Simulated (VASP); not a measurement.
MoW5, 6 atoms in the cell. Symmetry: P4/mmm, No. 123, tetragonal system. Conventional cell: a = 3.180 Å, b = 3.180 Å, c = 9.542 Å, α = 90.00°, β = 90.00°, γ = 90.00°. Within 3.6 Å of Mo (site symmetry 4/mmm) lie 10 W at 2.75 to 3.18 Å and 4 Mo at 3.18 Å. Within 3.6 Å of W (site symmetry 4mm) lie 4 Mo at 2.75 Å and 10 W at 2.76 to 3.19 Å. W (site symmetry 4mm) has 13 W at 2.76 to 3.19 Å and 1 Mo at 3.18 Å within 3.6 Å. W (site symmetry 4/mmm) has 14 W at 2.76 to 3.19 Å within 3.6 Å. 

* Program: VASP 6.6.1
* Task: single point
* Functional: PBE
* Potentials or basis: VASP PAW PBE potentials, release 64 (Mo_sv, W_sv)
* Cutoff: 520 eV
* k mesh: 6 × 6 × 2
* Occupations: gaussian, width 0.1 eV
* Spin: collinear spin, ferromagnetic start
* Starting moments: [1.0, 0.0, 0.0, 0.0, 0.0, 0.0] μB
* Dipole correction: no
* Further INCAR settings: ALGO = Normal; EDIFF = 1e-06; NBANDS = 55

Potentials or basis: VASP PAW PBE potentials, release 64 (Mo_sv, W_sv).

Run with:

```console
$ cat potpaw_PBE.64/Mo_sv/POTCAR potpaw_PBE.64/W_sv/POTCAR > POTCAR
$ mpirun -np 1 vasp_std > vasp.out
```

Hardware: 1 thread of Oxide Virtual Turin-like Processor, with other jobs on the host.

Problem. How long does it take, and how much memory?

Solution. Wall time 7.2 min on 1 thread of Oxide Virtual Turin-like Processor, on a shared host, peak memory 0.29 GiB. Counts: scf iterations 16, k points 20.
